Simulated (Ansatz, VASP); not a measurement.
# One calculation of MoS2, two programs

```
CELL_PARAMETERS angstrom
3.18558 0.00000 0.00000
-1.59279 2.75880 0.00000
0.00000 0.00000 14.51045
ATOMIC_POSITIONS crystal
Mo 0.36472 0.69806 0.25000
Mo 0.66667 0.33333 0.75000
S 0.33333 0.66667 0.64232
S 0.66667 0.33333 0.14232
S 0.33333 0.66667 0.85768
S 0.66667 0.33333 0.35768
```

Alike in both runs: task single point; functional PBE; k mesh 12 × 12 × 2; occupations gaussian, width 0.05 eV; no spin polarisation.

|  | VASP | Ansatz |
| --- | --- | --- |
| version | VASP 6.6.1 | Ansatz 0.2.0 |
| potentials or method | VASP PAW PBE potentials, release 64 (Mo_sv, S), cutoff 520 eV | scalar-relativistic, plane waves, PAW |
| valence electrons in the cell | 52 | 52 |

Ansatz gave:

| Item | Value |
| --- | --- |
| gap on the k mesh at the Fermi level (eV) | 1.41 |
| least direct gap on the mesh (eV) | 1.64 |
| pressure (GPa) | 0.3 |
| traceless stress, the component that is largest in VASP (GPa) | -0.75 |
| rms of the force components (eV/Å) | 0.564 |

Problem. Which values does VASP return?

Solution. gap on the k mesh at the Fermi level (eV): 1.43; least direct gap on the mesh (eV): 1.64; pressure (GPa): 0.1; traceless stress, the component that is largest in VASP (GPa): -0.72; rms of the force components (eV/Å): 0.563.

Atom by atom the forces differ by 0.006 eV/Å (rms over components). With one functional, cell and mesh, what is left measures potentials, basis and numerics.
